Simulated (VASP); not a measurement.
Set up this calculation in VASP 6.6.1, as the native input.

| Property | Result |
| --- | --- |
| Task | single point |
| Functional | PBE |
| Potentials or basis | VASP PAW PBE potentials, release 64 (Sn_d, O) |
| Cutoff | 520 eV |
| k mesh | 12 × 12 × 10 |
| Occupations | gaussian, width 0.1 eV |
| Spin | no spin polarisation |
| Dipole correction | no |
| Further INCAR settings | ALGO = Normal; EDIFF = 1e-06; NBANDS = 28 |

The structure of SnO lies in POSCAR:

```
SnO
1.0
    3.8086154800      0.0000000000      0.0000000000
    0.0000000000      3.8086154800      0.0000000000
    0.0000000000      0.0000000000      4.9894946400
Sn O
2 2
Direct
    0.0000000000      0.5000000000      0.2297269630
    0.5000000000      0.0000000000      0.7702730370
    0.0000000000      0.0000000000      0.0000000000
    0.5000000000      0.5000000000      0.0000000000
```

This cell differs from its parent crystal: strained.

These files were run (other wordings do the same):

INCAR

```
PREC = Accurate ; ENCUT = 520
EDIFF = 1E-6 ; ISMEAR = 0
SIGMA = 0.1 ; LREAL = False
LASPH = True ; NELM = 80
ALGO = Normal ; ISIF = 2
LWAVE = False ; LCHARG = False
GGA = PE ; NBANDS = 28
```

KPOINTS

```
Automatic mesh
0
Gamma
  12 12 10
```

Potentials or basis: VASP PAW PBE potentials, release 64 (Sn_d, O).

Command:

```console
$ cat potpaw_PBE.64/Sn_d/POTCAR potpaw_PBE.64/O/POTCAR > POTCAR
$ mpirun -np 1 vasp_std > vasp.out
```

Results of the run:

```json
{
  "Pressure": "4.2 GPa",
  "Largest force": "0.636 eV/Å",
  "Band gap on the k mesh": "0.32 eV (least direct gap 1.97 eV)"
}
```

Caveat: the cell differs from its parent crystal (strained); the cell stands under pressure; semilocal functionals underestimate gaps, and a narrow one can read as zero; spin-orbit coupling is left out, which moves the levels of the heavy elements.

Wall time 100 s on 1 thread of Intel(R) Xeon(R) 6975P-C (Granite Rapids), on a shared host, peak memory 0.37 GiB.
